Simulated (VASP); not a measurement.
# CuAu: single point with r2SCAN

Crystal: CuAu.

```xyz
2
Lattice="2.7949 0.0000 0.0000 0.0000 2.7949 0.0000 0.0000 0.0000 3.6098" Properties=species:S:1:pos:R:3 pbc="T T T"
Au    0.0000    0.0000    0.0000
Cu    1.3975    1.3975    1.8049
```

| Quantity | Value |
| --- | --- |
| Program | VASP 6.6.1 |
| Task | single point |
| Functional | r2SCAN |
| Potentials or basis | VASP PAW PBE potentials, release 64 (Au, Cu) |
| Cutoff | 520 eV |
| k mesh | 9 × 9 × 7 |
| Occupations | fermi-dirac, width 0.05 eV |
| Spin | no spin polarisation |

- Pressure: 5.4 GPa
- Band gap on the k mesh: zero (band 11 reaches 12.74 eV, above the bottom of band 12 at 6.91 eV)

Levels at points of the mesh, in eV from the Fermi level:
```tsv
k point	band 9	band 10	band 11	band 12	band 13	band 14
(0.00, 0.00, 0.00)	-1.88	-1.62	-1.62	2.41	9.02	10.47
```

It took 89 s on 1 thread of Intel(R) Xeon(R) 6975P-C (Granite Rapids), on a shared host, peak memory 0.17 GiB.

Caveat: the PAW data sets were made with another functional, which shifts forces and pressure a little; spin-orbit coupling is left out, which moves the levels of the heavy elements.
